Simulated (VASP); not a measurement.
Set up this calculation in VASP 6.6.1, as the native input.

```yaml
Task: single point
Functional: PBE
Potentials_or_basis: VASP PAW PBE potentials, release 64 (Pr_3, As, Au), 4f in core
Cutoff: 500 eV
k_mesh: 6 × 6 × 2
Occupations: gaussian, width 0.1 eV
Spin: no spin polarisation
Dipole_correction: no
Further_INCAR_settings: ALGO = Normal; EDIFF = 1e-06; NBANDS = 33
```

The structure of PrAs3Au2 lies in POSCAR:

```
PrAs3Au2
1.0
    5.2570251642      0.0000000000      0.0000000000
   -2.6285125821      4.5527173405      0.0000000000
    0.0000000000      0.0000000000     10.2531645315
Pr As Au
1 3 2
Direct
    0.0000000000      0.0000000000      0.5000000000
    0.0000000000      0.0000000000      0.0000000000
    0.0000000000      0.0000000000      0.7897289647
    0.0000000000      0.0000000000      0.2102710353
    0.3333333333      0.6666666667      0.5000000000
    0.6666666667      0.3333333333      0.5000000000
```

The cell was generated, and may not be a known phase.

The input as run:

INCAR

```
SYSTEM = PrAs3Au2
PREC = Accurate
ENCUT = 500
EDIFF = 1E-6
ISMEAR = 0
SIGMA = 0.1
LREAL = .FALSE.
LASPH = .TRUE.
NELM = 200
ALGO = Normal
ISIF = 2
LWAVE = .FALSE.
LCHARG = .FALSE.
GGA = PE
NBANDS = 33
GGA_COMPAT = .FALSE.
LMAXMIX = 6
```

KPOINTS

```
Automatic mesh
0
G
  6 6 2
  0 0 0
```

Potentials or basis: VASP PAW PBE potentials, release 64 (Pr_3, As, Au), 4f in core.

Launch:

```bash
$ cat potpaw_PBE.64/Pr_3/POTCAR potpaw_PBE.64/As/POTCAR potpaw_PBE.64/Au/POTCAR > POTCAR
$ mpirun -np 1 vasp_std > vasp.out
```

It gave:

- Pressure: 0.3 GPa
- Largest force: 0.102 eV/Å
- Band gap on the k mesh: zero (filled and empty bands touch)

Caveat: spin-orbit coupling is left out, which moves the levels of the heavy elements; the 4f electrons are frozen in the core, so they carry no moment and show no levels.

Run time: 2.1 min on 1 thread of AMD EPYC 7R43 64-Core Processor (Zen 3), with other jobs on the host, peak memory 0.37 GiB.
